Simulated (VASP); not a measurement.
# Al2O3 (R-3c) in VASP: a series of runs

The runs below take Al2O3 through single point, with PBE.

Program: VASP 6.6.1. These are calculated values, not measurements. Logs are shortened: lines on timing, memory, paths and dates and some standing lists are left out, and cuts for length are marked.

## Step 1: The cell of the first run

Symmetry: R-3c, No. 167, trigonal system. Conventional cell: a = 4.568 Å, b = 4.568 Å, c = 13.123 Å, α = 90.00°, β = 90.00°, γ = 120.00°. Within 2.4 Å of Al (site symmetry 3) lie 6 O at 1.80 to 1.94 Å. O (site symmetry 2) has 4 Al at 1.80 to 1.94 Å and 2 O at 2.42 Å within 2.5 Å.

## Step 2: Single point, PBE (strain -0.050 along x and y, +0.000 along z)

File INCAR:

```
ALGO     = Normal         # electronic algorithm
EDIFF    = 1E-6           # SCF threshold, eV
ENCUT    = 520            # plane-wave cutoff, eV
GGA      = PE             # functional
ISIF     = 2              # what is computed and relaxed
ISMEAR   = 0              # smearing method
LASPH    = True           # aspherical terms in the spheres
LCHARG   = False          # write CHGCAR
LREAL    = False          # projectors in reciprocal space
LWAVE    = False          # write WAVECAR
NBANDS   = 35             # bands
NELM     = 80             # most SCF steps
PREC     = Accurate       # precision mode
SIGMA    = 0.05           # smearing width, eV
```

File KPOINTS:

```
k-points
0
Gamma
  6 6 6
```

File POSCAR:

```
Al2O3
1.0
    2.2841367041      1.3187469409      4.3744828318
   -2.2841367041      1.3187469409      4.3744828318
    0.0000000000     -2.6374938821      4.3744828317
Al O
4 6
Direct
    0.8521479318      0.8521479318      0.8521479318
    0.6478520682      0.6478520682      0.6478520682
    0.1478520682      0.1478520682      0.1478520682
    0.3521479318      0.3521479318      0.3521479318
    0.0561765927      0.4438234073      0.7500000000
    0.7500000000      0.0561765927      0.4438234073
    0.4438234073      0.7500000000      0.0561765927
    0.9438234073      0.5561765927      0.2500000000
    0.2500000000      0.9438234073      0.5561765927
    0.5561765927      0.2500000000      0.9438234073
```

Potentials or basis: VASP PAW PBE potentials, release 64 (Al, O).

Run with:

```console
$ cat potpaw_PBE.64/Al/POTCAR potpaw_PBE.64/O/POTCAR > POTCAR
$ mpirun -np 1 vasp_std > vasp.out
```

OUTCAR:

```text
EDIFF = 1E-6
   ENCUT = 520
   GGA = PE
   ISIF = 2
   ISMEAR = 0
   LASPH = True
   LREAL = False
   NELM = 80
   PREC = Accurate

 ion  position               nearest neighbor table
   1  0.852  0.852  0.852-  10 1.80   8 1.80   9 1.80   5 1.94   6 1.94   7 1.94   2 2.68   3 2.68
                             3 2.68   3 2.68   2 3.13   2 3.13   2 3.13
   2  0.648  0.648  0.648-   9 1.80   8 1.80  10 1.80   5 1.94   7 1.94   6 1.94   1 2.68   4 2.68
                             4 2.68   4 2.68   1 3.13   1 3.13   1 3.13
   3  0.148  0.148  0.148-   7 1.80   5 1.80   6 1.80   8 1.94   9 1.94  10 1.94   4 2.68   1 2.68
                             1 2.68   1 2.68   4 3.13   4 3.13   4 3.13
   4  0.352  0.352  0.352-   6 1.80   5 1.80   7 1.80   8 1.94  10 1.94   9 1.94   3 2.68   2 2.68
                             2 2.68   2 2.68   3 3.13   3 3.13   3 3.13
   5  0.056  0.444  0.750-   3 1.80   4 1.80   1 1.94   2 1.94
   6  0.750  0.056  0.444-   4 1.80   3 1.80   1 1.94   2 1.94
   7  0.444  0.750  0.056-   3 1.80   4 1.80   2 1.94   1 1.94
   8  0.944  0.556  0.250-   1 1.80   2 1.80   3 1.94   4 1.94
   9  0.250  0.944  0.556-   2 1.80   1 1.80   3 1.94   4 1.94
  10  0.556  0.250  0.944-   1 1.80   2 1.80   4 1.94   3 1.94

  LATTYP: Found a trigonal (rhomboedric) cell.
 ALAT       =     5.1080792890
 COS(alpha) =     0.6000930783

  Lattice vectors:

 A1 = (   2.2841367041,   1.3187469409,   4.3744828318)
 A2 = (  -2.2841367041,   1.3187469409,   4.3744828318)
 A3 = (   0.0000000000,  -2.6374938821,   4.3744828317)

Analysis of symmetry for initial positions (statically):
=====================================================================
 Subroutine PRICEL returns:
 Original cell was already a primitive cell.

 Routine SETGRP: Setting up the symmetry group for a
 trigonal (rhombohedral) supercell.

 Subroutine GETGRP returns: Found 12 space group operations
 (whereof  6 operations were pure point group operations)
 out of a pool of 12 trial point group operations.

The static configuration has the point symmetry S_6 .
 The point group associated with its full space group is D_3d.

Analysis of symmetry for dynamics (positions and initial velocities):
=====================================================================
 Subroutine PRICEL returns:
 Original cell was already a primitive cell.

 Routine SETGRP: Setting up the symmetry group for a
 trigonal (rhombohedral) supercell.

 Subroutine GETGRP returns: Found 12 space group operations
 (whereof  6 operations were pure point group operations)
 out of a pool of 12 trial point group operations.

The dynamic configuration has the point symmetry S_6 .
 The point group associated with its full space group is D_3d.

 Subroutine INISYM returns: Found 12 space group operations
 (whereof  6 operations are pure point group operations),
 and found     1 'primitive' translations

----------------------------------------------------------------------------------------

                                     Primitive cell

  volume of cell :      79.0609

  direct lattice vectors                    reciprocal lattice vectors
     2.284136704  1.318746941  4.374482832     0.218901084  0.126382600  0.076199484
    -2.284136704  1.318746941  4.374482832    -0.218901084  0.126382600  0.076199484
     0.000000000 -2.637493882  4.374482832     0.000000000 -0.252765199  0.076199484

  length of vectors
     5.108079289  5.108079289  5.108079289     0.264001150  0.264001150  0.264001150

  position of ions in fractional coordinates (direct lattice)
     0.852147932  0.852147932  0.852147932
     0.647852068  0.647852068  0.647852068
     0.147852068  0.147852068  0.147852068
     0.352147932  0.352147932  0.352147932
     0.056176593  0.443823407  0.750000000
     0.750000000  0.056176593  0.443823407
     0.443823407  0.750000000  0.056176593
     0.943823407  0.556176593  0.250000000
     0.250000000  0.943823407  0.556176593
     0.556176593  0.250000000  0.943823407

  ion indices of the primitive-cell ions
   primitive index   ion index
                 1           1
                 2           2
                 3           3
                 4           4
                 5           5
                 6           6
                 7           7
                 8           8
                 9           9
                10          10

----------------------------------------------------------------------------------------

 KPOINTS: k-points

Automatic generation of k-mesh.
 Grid dimensions read from file:
 generate k-points for:    6    6    6

 Generating k-lattice:

  Cartesian coordinates                     Fractional coordinates (reciprocal lattice)
     0.036483514  0.021063767  0.012699914     0.166666667 -0.000000000  0.000000000
    -0.036483514  0.021063767  0.012699914    -0.000000000  0.166666667  0.000000000
     0.000000000 -0.042127533  0.012699914    -0.000000000 -0.000000000  0.166666667

  Length of vectors
     0.044000192  0.044000192  0.044000192

  Shift w.r.t. Gamma in fractional coordinates (k-lattice)
     0.000000000  0.000000000  0.000000000

 Subroutine IBZKPT returns following result:
 ===========================================

 Found     32 irreducible k-points:

 Following reciprocal coordinates:
            Coordinates               Weight
  0.000000  0.000000  0.000000      1.000000
  0.166667  0.000000 -0.000000      6.000000
  0.333333 -0.000000  0.000000      6.000000
  0.500000 -0.000000  0.000000      3.000000
  0.166667  0.166667 -0.000000      6.000000
  0.333333  0.166667  0.000000     12.000000
[... 16 lines left out ...]
  0.500000  0.500000  0.166667      6.000000
 -0.333333  0.500000  0.166667     12.000000
 [... further k-points ...]
   k-points           NKPTS =     32   k-points in BZ     NKDIM =     32   number of bands    NBANDS=     35
   number of dos      NEDOS =    301   number of ions     NIONS =     10
   total plane-waves  NPLWV =  64000
   dimension x,y,z NGX =    40 NGY =   40 NGZ =   40
   dimension x,y,z NGXF=    80 NGYF=   80 NGZF=   80
   ions per type =               4   6
   NGX,Y,Z   is equivalent  to a cutoff of  13.02, 13.02, 13.02 a.u.
   NGXF,Y,Z  is equivalent  to a cutoff of  26.04, 26.04, 26.04 a.u.
 SYSTEM =  unknown system
   PREC   = accura    normal or accurate (medium, high low for compatibility)
   ISTART =      0    job   : 0-new  1-cont  2-samecut
   ICHARG =      2    charge: 1-file 2-atom 10-const
   ISPIN  =      1    spin polarized calculation?
   LNONCOLLINEAR =      F non collinear calculations
   LSORBIT =      F    spin-orbit coupling
   LASPH  =      T    aspherical Exc in radial PAW
   ENCUT  =  520.0 eV  38.22 Ry    6.18 a.u.   9.50  9.50  9.50*2*pi/ulx,y,z
   NELM   =     80;   NELMIN=  2; NELMDL= -5     # of ELM steps
   EDIFF  = 0.1E-05   stopping-criterion for ELM
   LREAL  =      F    real-space projection
   EDIFFG = 0.1E-04   stopping-criterion for IOM
   NSW    =      0    number of steps for IOM
   IBRION =     -1    ionic relax: 0-MD 1-quasi-New 2-CG
   NFREE  =      0    steps in history (QN), initial steepest desc. (CG)
   ISIF   =      2    stress and relaxation
   ISYM   =      2    0-nonsym 1-usesym 2-fastsym
   POTIM  = 0.5000    time-step for ionic-motion
   TEBEG  =    0.0;   TEEND  =   0.0 temperature during run
   PSTRESS=    0.0 pullay stress
   NELECT =      48.0000    total number of electrons
   NUPDOWN=      -1.0000    fix difference up-down
   EMIN   =  10.00;   EMAX   =-10.00  energy-range for DOS
   EFERMI =   0.00;   METHOD = LEGACY
   ISMEAR =     0;   SIGMA  =   0.05  broadening in eV -4-tet -1-fermi 0-gaus
   EFERMI_NEDOS =   21; number of points for ismear=-14 and -15
   IALGO  =     38    algorithm
   IMIX   =      4    mixing-type and parameters
     AMIX     =   0.40;   BMIX     =  1.00
     AMIX_MAG =   1.60;   BMIX_MAG =  1.00
  volume/ion in A,a.u.               =       7.91        53.35
  Fermi-wavevector in a.u.,A,eV,Ry     =   1.386228  2.619591 26.145345  1.921629
  Thomas-Fermi vector in A             =   2.510564
   LORBIT       =      0    0 simple, 1 ext, 2 COOP (PROOUT), +10 PAW based schemes
   GGA     = PE    functional components
   LHFCALC =     F    Hartree Fock is set to
   AEXX    =    0.0000 exact exchange contribution
   IVDW    =     0    specifies the selected vdW correction
   LEPSILON=     F    determine dielectric tensor
   LRPA    =     F    only Hartree local field effects (RPA)
 non-spin polarized calculation
 Gauss-broadening in eV      SIGMA  =   0.05
  energy-cutoff  :      520.00
  volume of cell :       79.06
 maximum number of plane-waves:      2155
 NGX is ok and might be reduce to    40
   NGX = 19   NGY = 19   NGZ = 19

 number of electron      48.0000003 magnetization

 Free energy of the ion-electron system (eV)
  ---------------------------------------------------
  ext. energy  EPLUGINS =         0.00000000
  ---------------------------------------------------
  free energy    TOTEN  =       -73.85182782 eV

  energy without entropy =      -73.85182782  energy(sigma->0) =      -73.85182782

 E-fermi :   7.4154     XC(G=0): -12.0456

 val. band max:        7.1251757554   @ k =   0.0000   0.0000   0.0000
 cond. band min:      14.1576239038   @ k =   0.0000   0.0000   0.0000
 fundamental gap:      7.0324481484
 Fermi energy:         7.4154485949

 k-point     1 :       0.0000    0.0000    0.0000
  band No.  band energies     occupation
      1     -12.8428      2.00000
      2     -10.4553      2.00000
      3      -9.8108      2.00000
      4      -9.8108      2.00000
      5      -9.5055      2.00000
      6      -9.5055      2.00000
[... 27 lines left out ...]
     34      22.1003      0.00000
     35      22.2529      0.00000
[... 843 lines left out ...]
      5      -9.7956      2.00000
      6      -9.5374      2.00000
[... 27 lines left out ...]
     34      20.7645      0.00000
     35      21.2658      0.00000

 [... further k-points ...]

------------------------ aborting loop because EDIFF is reached ----------------------------------------

  FORCE on cell =-STRESS in cart. coord.  units (eV):
  Direction    XX          YY          ZZ          XY          YZ          ZX
  --------------------------------------------------------------------------------------
  -------------------------------------------------------------------------------------
  Total       19.1703923     19.1703923      6.2193243     -0.0000000      0.0000000      0.0000000
  in kB      388.4901922    388.4901922    126.0353186     -0.0000000      0.0000000      0.0000000
  external PRESSURE =     301.0052343 kB  Pullay stress =       0.0000000 kB

 VOLUME and BASIS-vectors are now :
 -----------------------------------------------------------------------------
  energy-cutoff  :      520.00
  volume of cell :       79.06
      direct lattice vectors                 reciprocal lattice vectors
     2.284136704  1.318746941  4.374482832     0.218901084  0.126382600  0.076199484
    -2.284136704  1.318746941  4.374482832    -0.218901084  0.126382600  0.076199484
     0.000000000 -2.637493882  4.374482832     0.000000000 -0.252765199  0.076199484

 POSITION                                       TOTAL-FORCE (eV/Angst)
 -----------------------------------------------------------------------------------
      0.00000     -0.00000     11.18312        -0.000000      0.000000     -0.493225
      0.00000     -0.00000      8.50205        -0.000000     -0.000000      0.493225
      0.00000     -0.00000      1.94033        -0.000000     -0.000000      0.493225
      0.00000     -0.00000      4.62140        -0.000000      0.000000     -0.493225
     -0.88544     -1.31875      5.46810         0.194344      0.000000      0.000000
      1.58479     -0.10744      5.46810        -0.097172      0.168307      0.000000
     -0.69935      1.42619      5.46810        -0.097172     -0.168307     -0.000000
      0.88544      1.31875      7.65534        -0.194344     -0.000000      0.000000
     -1.58479      0.10744      7.65534         0.097172     -0.168307     -0.000000
      0.69935     -1.42619      7.65534         0.097172      0.168307      0.000000
 -----------------------------------------------------------------------------------
    total drift:                               -0.000000     -0.000000      0.000000

  FREE ENERGIE OF THE ION-ELECTRON SYSTEM (eV)
  ---------------------------------------------------
  free  energy   TOTEN  =       -73.8518278201 eV

  energy  without entropy=      -73.8518278201  energy(sigma->0) =      -73.85182782
```

Run time: 85 s. Hardware: 1 thread of Intel Xeon Platinum 8488C (Sapphire Rapids), shared host; peak memory 0.25 GiB.

Results:

| Quantity | Value |
| --- | --- |
| Free energy | -73.8518 eV |
| Pressure | 30.1 GPa |
| Largest force | 0.493 eV/Å |
| Band gap on the k mesh | 7.03 eV |

Forces in eV/Å, atoms in the order of the input:
```
Al   0.000  0.000 -0.493
Al   0.000  0.000  0.493
Al   0.000  0.000  0.493
Al   0.000  0.000 -0.493
O    0.194  0.000  0.000
O   -0.097  0.168  0.000
O   -0.097 -0.168  0.000
O   -0.194  0.000  0.000
O    0.097 -0.168  0.000
O    0.097  0.168  0.000
```

Stress tensor (GPa, compression positive):
```
38.85  0.00  0.00
 0.00 38.85  0.00
 0.00  0.00 12.60
```

Levels at points of the mesh, in eV from the valence-band top:
```tsv
k point	band 22	band 23	band 24	band 25	band 26	band 27
(0.00, 0.00, 0.00)	-0.49	0.00	0.00	7.03	10.05	11.36
(0.50, 0.00, 0.00)	-1.15	-0.53	-0.53	10.00	10.00	10.09
(0.50, 0.50, 0.00)	-1.15	-1.01	-0.49	10.17	10.29	10.64
(0.50, 0.50, 0.50)	-0.35	-0.35	-0.35	9.58	9.58	11.50
```

Caveat: the cell differs from its parent crystal (strain -0.050 along x and y, +0.000 along z); the cell stands under pressure.

(Continued in part 2 of 2.)
